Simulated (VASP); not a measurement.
Write the native input for VASP 6.6.1 that does the following.

```yaml
Task: single point
Functional: r2SCAN
Potentials_or_basis: VASP PAW PBE potentials, release 64 (Ta_pv)
Cutoff: 520 eV
k_mesh: 14 × 14 × 14
Occupations: fermi-dirac, width 0.1 eV
Spin: no spin polarisation
Dipole_correction: no
Further_INCAR_settings: ALGO = Normal; EDIFF = 1e-06; NBANDS = 12
```

Ta:

```xyz
1
Lattice="0.0000 2.0754 2.0754 2.0754 0.0000 2.0754 2.0754 2.0754 0.0000" Properties=species:S:1:pos:R:3 pbc="T T T"
Ta    0.0000    0.0000    0.0000
```

This cell differs from its parent crystal: volume scaled by 0.96.

These files were run (other wordings do the same):

POSCAR

```
Ta
1.0
    0.0000000000      2.0754001591      2.0754001591
    2.0754001591      0.0000000000      2.0754001591
    2.0754001591      2.0754001591      0.0000000000
Ta
1
Direct
    0.0000000000      0.0000000000      0.0000000000
```

INCAR.step1

```
PREC = Accurate
ENCUT = 520
ISMEAR = -1
SIGMA = 0.1
LREAL = F
LASPH = T
NELM = 100
NBANDS = 12
GGA = PE
ALGO = Normal
EDIFF = 1E-4
LWAVE = T
LCHARG = F
```

INCAR.step2

```
PREC = Accurate
ENCUT = 520
EDIFF = 1E-6
ISMEAR = -1
SIGMA = 0.1
LREAL = F
LASPH = T
NELM = 100
ALGO = Normal
ISIF = 2
LWAVE = F
LCHARG = F
METAGGA = R2SCAN
LMIXTAU = T
NBANDS = 12
ISTART = 1
```

KPOINTS

```
regular mesh
0
Gamma
  14 14 14
```

Potentials or basis: VASP PAW PBE potentials, release 64 (Ta_pv).

Run with:

```sh
$ cat potpaw_PBE.64/Ta_pv/POTCAR > POTCAR
$ cp INCAR.step1 INCAR
$ mpirun -np 1 vasp_std > vasp.out
$ cp INCAR.step2 INCAR
$ mpirun -np 1 vasp_std > vasp.out
```

Results of the run:

```yaml
Pressure: 9.4 GPa
```

Caveat: the PAW data sets were made with another functional, which shifts forces and pressure a little.

Wall time 28 s on 1 thread of Intel(R) Xeon(R) 6975P-C (Granite Rapids), on a shared host, peak memory 0.15 GiB.
